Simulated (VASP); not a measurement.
# Be2SbCl (P6/mmm) in VASP: single point with PBE

Aim: the single point of Be2SbCl with PBE.

All numbers are computed with VASP 6.6.1; they aren't measurements. Logs are shortened: lines on timing, memory, paths and dates and some standing lists are left out, and cuts for length are marked.

## 1. The cell of the first run

It takes space group P6/mmm (No. 191, hexagonal). Conventional cell: a = 4.311 Å, b = 4.311 Å, c = 5.679 Å, α = 90.00°, β = 90.00°, γ = 120.00°. Be (site symmetry -6m2) has 3 Be at 2.49 Å and 3 Sb at 2.49 Å within 3.3 Å. Sb (site symmetry 6/mmm) has 6 Be at 2.49 Å and 2 Cl at 2.84 Å within 3.3 Å. Cl (site symmetry 6/mmm) has 2 Sb at 2.84 Å and 12 Be at 3.78 Å within 3.8 Å.

The cell was generated, and may not be a known phase.

## 2. Single point, PBE

INCAR reads:

```
ALGO = Normal
EDIFF = 1E-6
ENCUT = 500
GGA = PE
GGA_COMPAT = F
ISIF = 2
ISMEAR = 0
LASPH = T
LCHARG = F
LREAL = F
LWAVE = F
NBANDS = 21
NELM = 120
PREC = Accurate
SIGMA = 0.1
```

KPOINTS reads:

```
k-points
0
Gamma
  6 6 4
```

POSCAR reads:

```
Be2SbCl
1.0
    4.3109511704      0.0000000000      0.0000000000
   -2.1554755852      3.7333932280      0.0000000000
    0.0000000000      0.0000000000      5.6793273404
Be Sb Cl
2 1 1
Direct
    0.3333333333      0.6666666667      0.0000000000
    0.6666666667      0.3333333333      0.0000000000
    0.0000000000      0.0000000000      0.0000000000
    0.0000000000      0.0000000000      0.5000000000
```

Potentials or basis: VASP PAW PBE potentials, release 64 (Be, Sb_d_GW, Cl).

Run with:

```bash
$ cat potpaw_PBE.64/Be/POTCAR potpaw_PBE.64/Sb_d_GW/POTCAR potpaw_PBE.64/Cl/POTCAR > POTCAR
$ mpirun -np 1 vasp_std > vasp.out
```

OUTCAR:

```text
EDIFF = 1E-6
   ENCUT = 500
   GGA = PE
   ISIF = 2
   ISMEAR = 0
   LASPH = T
   LREAL = F
   NELM = 120
   PREC = Accurate

 ion  position               nearest neighbor table
   1  0.333  0.667  0.000-   3 2.49   3 2.49   3 2.49
   2  0.667  0.333  0.000-   3 2.49   3 2.49   3 2.49
   3  0.000  0.000  0.000-   1 2.49   2 2.49   1 2.49   2 2.49   2 2.49   1 2.49   4 2.84   4 2.84

   4  0.000  0.000  0.500-   3 2.84   3 2.84

  LATTYP: Found a hexagonal cell.
 ALAT       =     4.3109511704
 C/A-ratio  =     1.3174186197

  Lattice vectors:

 A1 = (   4.3109511704,   0.0000000000,   0.0000000000)
 A2 = (  -2.1554755852,   3.7333932280,   0.0000000000)
 A3 = (   0.0000000000,   0.0000000000,   5.6793273404)

Analysis of symmetry for initial positions (statically):
=====================================================================
 Subroutine PRICEL returns:
 Original cell was already a primitive cell.

 Routine SETGRP: Setting up the symmetry group for a
 hexagonal supercell.

 Subroutine GETGRP returns: Found 24 space group operations
 (whereof 24 operations were pure point group operations)
 out of a pool of 24 trial point group operations.

The static configuration has the point symmetry D_6h.

Analysis of symmetry for dynamics (positions and initial velocities):
=====================================================================
 Subroutine PRICEL returns:
 Original cell was already a primitive cell.

 Routine SETGRP: Setting up the symmetry group for a
 hexagonal supercell.

 Subroutine GETGRP returns: Found 24 space group operations
 (whereof 24 operations were pure point group operations)
 out of a pool of 24 trial point group operations.

The dynamic configuration has the point symmetry D_6h.

 Subroutine INISYM returns: Found 24 space group operations
 (whereof 24 operations are pure point group operations),
 and found     1 'primitive' translations

----------------------------------------------------------------------------------------

                                     Primitive cell

  volume of cell :      91.4058

  direct lattice vectors                    reciprocal lattice vectors
     4.310951170  0.000000000  0.000000000     0.231967369  0.133926423  0.000000000
[... 82 lines left out ...]
   LSORBIT =      F    spin-orbit coupling
   LASPH  =      T    aspherical Exc in radial PAW
   ENCUT  =  500.0 eV  36.75 Ry    6.06 a.u.   7.86  7.86 10.35*2*pi/ulx,y,z
   NELM   =    120;   NELMIN=  2; NELMDL= -5     # of ELM steps
   EDIFF  = 0.1E-05   stopping-criterion for ELM
   LREAL  =      F    real-space projection
   EDIFFG = 0.1E-04   stopping-criterion for IOM
   NSW    =      0    number of steps for IOM
   IBRION =     -1    ionic relax: 0-MD 1-quasi-New 2-CG
   NFREE  =      0    steps in history (QN), initial steepest desc. (CG)
   ISIF   =      2    stress and relaxation
   ISYM   =      2    0-nonsym 1-usesym 2-fastsym
   POTIM  = 0.5000    time-step for ionic-motion
   TEBEG  =    0.0;   TEEND  =   0.0 temperature during run
   PSTRESS=    0.0 pullay stress
   NELECT =      26.0000    total number of electrons
   NUPDOWN=      -1.0000    fix difference up-down
   EMIN   =  10.00;   EMAX   =-10.00  energy-range for DOS
   EFERMI =   0.00;   METHOD = LEGACY
   ISMEAR =     0;   SIGMA  =   0.10  broadening in eV -4-tet -1-fermi 0-gaus
   EFERMI_NEDOS =   21; number of points for ismear=-14 and -15
   IALGO  =     38    algorithm
   IMIX   =      4    mixing-type and parameters
     AMIX     =   0.40;   BMIX     =  1.00
     AMIX_MAG =   1.60;   BMIX_MAG =  1.00
  volume/ion in A,a.u.               =      22.85       154.21
  Fermi-wavevector in a.u.,A,eV,Ry     =   1.076650  2.034574 15.771548  1.159176
  Thomas-Fermi vector in A             =   2.212541
   LORBIT       =      0    0 simple, 1 ext, 2 COOP (PROOUT), +10 PAW based schemes
   GGA     = PE    functional components
   LHFCALC =     F    Hartree Fock is set to
   AEXX    =    0.0000 exact exchange contribution
   IVDW    =     0    specifies the selected vdW correction
   LEPSILON=     F    determine dielectric tensor
   LRPA    =     F    only Hartree local field effects (RPA)
 non-spin polarized calculation
 Gauss-broadening in eV      SIGMA  =   0.10
  energy-cutoff  :      500.00
  volume of cell :       91.41
 maximum number of plane-waves:      2360
 NGX is ok and might be reduce to    32
   NGX = 15   NGY = 15   NGZ = 21

 number of electron      26.0000003 magnetization

 Free energy of the ion-electron system (eV)
  ---------------------------------------------------
  ext. energy  EPLUGINS =         0.00000000
  ---------------------------------------------------
  free energy    TOTEN  =       -11.59130469 eV

  energy without entropy =      -11.58469766  energy(sigma->0) =      -11.58800118

 E-fermi :   2.8778     XC(G=0):  -8.3793

 val. band max:        2.8717595576   @ k =   0.1667   0.0000   0.0000
 cond. band min:       2.9977571373   @ k =   0.1667   0.1667   0.0000
 fundamental gap:      0.1259975797
 Fermi energy:         2.8778374036

 k-point     1 :       0.0000    0.0000    0.0000
  band No.  band energies     occupation
      1     -26.9254      2.00000
      2     -26.8942      2.00000
      3     -26.8942      2.00000
      4     -26.8928      2.00000
      5     -26.8928      2.00000
      6     -12.1953      2.00000
[... 493 lines left out ...]
     20      11.1426      0.00000
     21      11.4205      0.00000

------------------------ aborting loop because EDIFF is reached ----------------------------------------

  FORCE on cell =-STRESS in cart. coord.  units (eV):
  Direction    XX          YY          ZZ          XY          YZ          ZX
  --------------------------------------------------------------------------------------
  -------------------------------------------------------------------------------------
  Total        0.0135045      0.0135045      0.0595110      0.0000000      0.0000000      0.0000000
  in kB        0.2367095      0.2367095      1.0431190      0.0000000      0.0000000      0.0000000
  external PRESSURE =       0.5055127 kB  Pullay stress =       0.0000000 kB

 VOLUME and BASIS-vectors are now :
 -----------------------------------------------------------------------------
  energy-cutoff  :      500.00
  volume of cell :       91.41
      direct lattice vectors                 reciprocal lattice vectors
     4.310951170  0.000000000  0.000000000     0.231967369  0.133926423  0.000000000
    -2.155475585  3.733393228  0.000000000     0.000000000  0.267852846  0.000000000
     0.000000000  0.000000000  5.679327340     0.000000000  0.000000000  0.176077190

 POSITION                                       TOTAL-FORCE (eV/Angst)
 -----------------------------------------------------------------------------------
     -0.00000      2.48893      0.00000         0.000000      0.000000     -0.000000
      2.15548      1.24446      0.00000        -0.000000      0.000000      0.000000
      0.00000      0.00000      0.00000         0.000000      0.000000     -0.000000
      0.00000      0.00000      2.83966         0.000000      0.000000     -0.000000
 -----------------------------------------------------------------------------------
    total drift:                                0.000000     -0.000000     -0.000000

  FREE ENERGIE OF THE ION-ELECTRON SYSTEM (eV)
  ---------------------------------------------------
  free  energy   TOTEN  =       -11.5913046931 eV

  energy  without entropy=      -11.5846976587  energy(sigma->0) =      -11.58800118
```

OSZICAR:

```text
N       E                     dE             d eps       ncg     rms          rms(c)
DAV:   1     0.185831578425E+03    0.18583E+03   -0.97404E+03  1217   0.964E+03
DAV:   2     0.133609808862E+02   -0.17247E+03   -0.16386E+03  1556   0.131E+03
DAV:   3    -0.108225703867E+02   -0.24184E+02   -0.23930E+02  1530   0.162E+02
DAV:   4    -0.119021524381E+02   -0.10796E+01   -0.10778E+01  1274   0.253E+01
DAV:   5    -0.119713825787E+02   -0.69230E-01   -0.69211E-01  1277   0.568E+00    0.711E+00
DAV:   6    -0.116292653291E+02    0.34212E+00   -0.85727E-01  1421   0.202E+01    0.452E+00
DAV:   7    -0.115919153404E+02    0.37350E-01   -0.19032E-01  1300   0.610E+00    0.149E+00
DAV:   8    -0.115904130529E+02    0.15023E-02   -0.23917E-02  1274   0.370E+00    0.317E-01
DAV:   9    -0.115910834494E+02   -0.67040E-03   -0.35444E-03  1226   0.875E-01    0.889E-02
DAV:  10    -0.115912535375E+02   -0.17009E-03   -0.52635E-04  1384   0.231E-01    0.309E-02
DAV:  11    -0.115912998218E+02   -0.46284E-04   -0.54567E-05  1205   0.105E-01    0.150E-02
DAV:  12    -0.115913034597E+02   -0.36380E-05   -0.55625E-06  1167   0.338E-02    0.564E-03
DAV:  13    -0.115913046158E+02   -0.11561E-05   -0.95292E-07   855   0.252E-02    0.116E-03
DAV:  14    -0.115913046931E+02   -0.77285E-07   -0.20902E-07   657   0.854E-03
   1 F= -.11591305E+02 E0= -.11588001E+02  d E =-.660703E-02
```

Run time: 26 s. Hardware: 1 thread of Intel Xeon Platinum 8488C (Sapphire Rapids), shared host; peak memory 0.23 GiB.

What came out:

```
Free energy            : -11.5913 eV
Pressure               : 0.1 GPa
Band gap on the k mesh : zero (bands 13 and 14 overlap by 1.82 eV)
```

Caveat: spin-orbit coupling is left out, which moves the levels of the heavy elements.

The gap in the log of VASP goes by the Fermi energy; the results here count the filled bands.